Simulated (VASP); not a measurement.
Wanted: the native input for a VASP 6.6.1 run.

| Item | Value |
| --- | --- |
| Task | single point |
| Functional | r2SCAN |
| Potentials or basis | VASP PAW PBE potentials, release 64 (Cd, S) |
| Cutoff | 520 eV |
| k mesh | 14 × 14 × 14 |
| Occupations | fermi-dirac, width 0.05 eV |
| Spin | no spin polarisation |
| Dipole correction | no |
| Further INCAR settings | ALGO = Normal; EDIFF = 1e-06; NBANDS = 16 |

Crystal: CdS (rocksalt type).

```
Cd S
1.0
     0.00000    2.34982    2.34982
     2.34982    0.00000    2.34982
     2.34982    2.34982    0.00000
Cd S
1 1
Direct
  0.00000 0.00000 0.00000
  0.50000 0.50000 0.50000
```

This cell differs from its parent crystal: volume scaled by 0.64.

The input as run:

POSCAR

```
CdS
1.0
    0.0000000000      2.3498168401      2.3498168401
    2.3498168401      0.0000000000      2.3498168401
    2.3498168401      2.3498168401      0.0000000000
Cd S
1 1
Direct
    0.0000000000      0.0000000000      0.0000000000
    0.5000000000      0.5000000000      0.5000000000
```

INCAR.step1

```
  ALGO = Normal
  EDIFF = 1E-4
  ENCUT = 520
  GGA = PE
  ISMEAR = -1
  LASPH = True
  LCHARG = False
  LREAL = False
  LWAVE = True
  NBANDS = 16
  NELM = 60
  PREC = Accurate
  SIGMA = 0.05
```

INCAR.step2

```
  ALGO = Normal
  EDIFF = 1E-6
  ENCUT = 520
  ISIF = 2
  ISMEAR = -1
  ISTART = 1
  LASPH = True
  LCHARG = True
  LELF = True
  LMIXTAU = True
  LREAL = False
  LVHAR = True
  LWAVE = False
  METAGGA = R2SCAN
  NBANDS = 16
  NELM = 60
  PREC = Accurate
  SIGMA = 0.05
```

KPOINTS

```
k-points
0
Gamma
  14 14 14
```

Potentials or basis: VASP PAW PBE potentials, release 64 (Cd, S).

Launch:

```bash
$ cat potpaw_PBE.64/Cd/POTCAR potpaw_PBE.64/S/POTCAR > POTCAR
$ cp INCAR.step1 INCAR
$ mpirun -np 1 vasp_std > vasp.out
$ cp INCAR.step2 INCAR
$ mpirun -np 1 vasp_std > vasp.out
```

It gave:

```json
{
  "Pressure": "105.5 GPa",
  "Band gap on the k mesh": "0.21 eV, indirect (least direct gap 2.88 eV)"
}
```

Caveat: the PAW data sets were made with another functional, which shifts forces and pressure a little.

It took 90 s on 1 thread of Intel(R) Xeon(R) 6975P-C (Granite Rapids) (shared host), peak memory 0.19 GiB.
